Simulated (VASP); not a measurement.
Input of a VASP 6.6.1 run:

Contents of INCAR:

```
  ALGO = Normal
  DIPOL = 0.5 0.5 0.502
  EDIFF = 1E-6
  ENCUT = 520
  GGA = PE
  IDIPOL = 3
  ISIF = 2
  ISMEAR = 0
  LASPH = T
  LCHARG = F
  LDIPOL = T
  LREAL = F
  LWAVE = F
  NBANDS = 50
  NELM = 60
  PREC = Accurate
  SIGMA = 0.1
```

Contents of KPOINTS:

```
k-points
0
Gamma
  15 15 1
```

POSCAR

```
Al5Cu2
1.0
    4.0606750000      0.0000000000      0.0000000000
    0.0000000000      4.0606750000      0.0000000000
    0.0000000000      0.0000000000     28.4043760831
Al Cu
10 4
Direct
    0.5000000000      0.0000000000      0.2992496640
    0.0000000000      0.5000000000      0.2992496640
    0.0000000000      0.5000000000      0.3996248372
    0.5000000000      0.0000000000      0.3996248372
    0.5000000000      0.0000000000      0.5011064100
    0.0000000000      0.5000000000      0.5011064100
    0.0000000000      0.5000000000      0.6031604661
    0.5000000000      0.0000000000      0.6031604661
    0.5000000000      0.0000000000      0.7049036651
    0.0000000000      0.5000000000      0.7049036651
    0.0000000000      0.0000000000      0.3494372506
    0.5000000000      0.5000000000      0.4498124134
    0.0000000000      0.0000000000      0.5518859111
    0.5000000000      0.5000000000      0.6550050346
```

Potentials or basis: VASP PAW PBE potentials, release 64 (Al, Cu).

The run is started by

```console
$ cat potpaw_PBE.64/Al/POTCAR potpaw_PBE.64/Cu/POTCAR > POTCAR
$ mpirun -np 1 vasp_std > vasp.out
```

Predict the largest force.

0.236 eV/Å.

What does it give for the band gap on the k mesh?

Zero (bands 37 and 38 overlap by 2.78 eV).

Forces on the atoms (eV/Å):
```
Al   0.000  0.000 -0.066
Al   0.000  0.000 -0.066
Al   0.000  0.000 -0.015
Al   0.000  0.000 -0.015
Al   0.000  0.000 -0.002
Al   0.000  0.000 -0.002
Al   0.000  0.000  0.084
Al   0.000  0.000  0.084
Al   0.000  0.000  0.012
Al   0.000  0.000  0.012
Cu   0.000  0.000 -0.236
Cu   0.000  0.000  0.210
Cu   0.000  0.000  0.011
Cu   0.000  0.000 -0.009
```
